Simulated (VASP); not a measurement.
Input of a VASP 6.6.1 run:

INCAR

```
PREC = Accurate
ENCUT = 520
EDIFF = 1E-8
ISMEAR = 0
SIGMA = 0.01
LREAL = F
LASPH = T
NELM = 100
ALGO = Normal
ISIF = 2
LWAVE = F
LCHARG = F
GGA = PE
LEPSILON = T
```

KPOINTS

```
regular mesh
0
Gamma
  13 13 13
```

The input POSCAR:

```
BN
1.0
    0.0000000000      1.8130010000      1.8130010000
    1.8130010000      0.0000000000      1.8130010000
    1.8130010000      1.8130010000      0.0000000000
N B
1 1
Direct
    0.2500000000      0.2500000000      0.2500000000
    0.0000000000      0.0000000000      0.0000000000
```

Potentials or basis: VASP PAW PBE potentials, release 64 (N, B).

Launch:

```console
$ cat potpaw_PBE.64/N/POTCAR potpaw_PBE.64/B/POTCAR > POTCAR
$ mpirun -np 1 vasp_std > vasp.out
```

(1) Estimate the electronic dielectric tensor (diagonal).

(2) Predict the Born charges (mean of the diagonal).

(3) Estimate the band gap on the k mesh.

Answers

(1) 4.62.

(2) N -1.91; B +1.91 e.

(3) 4.52 eV, indirect (least direct gap 8.78 eV).
